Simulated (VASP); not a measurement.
Crystal: Zn5Cd2Te.

```
Zn Cd Te
1.0
     4.06477    0.00000    0.00000
     0.00000    4.06477    0.00000
     0.00000    0.00000    8.87523
Zn Cd Te
5 2 1
Direct
  0.00000 0.50000 0.26113
  0.50000 0.00000 0.73887
  0.50000 0.00000 0.26113
  0.00000 0.50000 0.73887
  0.50000 0.50000 0.00000
  0.00000 0.00000 0.00000
  0.50000 0.50000 0.50000
  0.00000 0.00000 0.50000
```

The cell was generated, and may not be a known phase.

```yaml
Program: VASP 6.6.1
Task: relaxation of cell and atoms
Functional: PBE
Potentials_or_basis: VASP PAW PBE potentials, release 64 (Zn, Cd, Te)
Cutoff: 600 eV
k_mesh: 4 × 4 × 2
Occupations: gaussian, width 0.2 eV
Spin: no spin polarisation
```

At the start: pressure 8.1 GPa; volume 18.33 Å³/atom.

Where does the relaxation end?

Over 8 steps the energy falls by 122.3 meV/atom and the volume is 20.17 Å³/atom (+10.0 %); space group P4/mmm (No. 123, to 0.1 Å) before and after.

Step by step:
```tsv
step	energy change (eV)	largest force (eV/Å)	pressure (GPa)	volume (Å³)
1	0.0000	1.0127	8.06	146.64
2	-0.5542	0.5556	-0.59	167.09
3	-0.5546	0.5449	-0.82	167.76
4	-0.6226	0.5074	-0.73	166.65
5	-0.7941	0.3938	-0.32	163.36
6	-0.9525	0.0729	1.61	156.90
7	-0.9709	0.0431	-0.58	164.13
8	-0.9786	0.0019	0.10	161.34
```

Final structure:
```xyz
8
Lattice="4.2147 0.0000 0.0000 0.0000 4.2147 0.0000 0.0000 0.0000 9.0823" Properties=species:S:1:pos:R:3 pbc="T T T"
Zn    0.0000    2.1074    1.9870
Zn    2.1074    4.2147    7.0953
Zn    2.1074    0.0000    1.9870
Zn    0.0000    2.1074    7.0953
Zn    2.1074    2.1074    0.0000
Cd    0.0000    4.2147    0.0000
Cd    2.1074    2.1074    4.5411
Te    0.0000    4.2147    4.5411
```

Caveat: the k points lie up to 0.37 Å⁻¹ apart in the final cell, too coarse for converged energies and pressures of a metal.
